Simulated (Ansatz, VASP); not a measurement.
## One calculation of FeO, two programs

```
Fe O
1.0
     0.00000    2.13385    2.15540
     2.13385    0.00000    2.15540
     2.13385    2.13385    0.00000
Fe O
1 1
Cartesian
  0.0000 0.0000 0.0000
  2.1338 2.1338 2.1554
```

Alike in both runs: task single point; functional PBEsol; k mesh 9 × 9 × 9; occupations fermi-dirac, width 0.05 eV; collinear spin.

```csv
,VASP,Ansatz
version,VASP 6.6.1,Ansatz 0.2.0
potentials or method,"VASP PAW PBE potentials, release 64 (Fe_sv, O)",Ansatz PAW
plane-wave cutoff (eV),600,420
valence electrons in the cell,22,22
```

Ansatz gave:

| Item | Value |
| --- | --- |
| gap on the k mesh at the Fermi level (eV) | none |
| pressure (GPa) | -5.0 |
| traceless stress, the component that is largest in VASP (GPa) | -0.86 |
| net moment per atom (μB) | 2.00 |
| size of the moment on the site where the two differ most (μB) | 3.43 |

What did VASP give for the same quantities?

gap on the k mesh at the Fermi level (eV): none; pressure (GPa): -7.2; traceless stress, the component that is largest in VASP (GPa): -0.84; net moment per atom (μB): 2.00; size of the moment on the site where the two differ most (μB): 3.46.

VASP's potentials were made for PBE, not for PBEsol. Site moments also hang on the region over which each program counts them. A gap of «none» marks a metal or a gap that the smearing closes. The functional is the same, so the differences come from potentials, cutoffs and numerics.
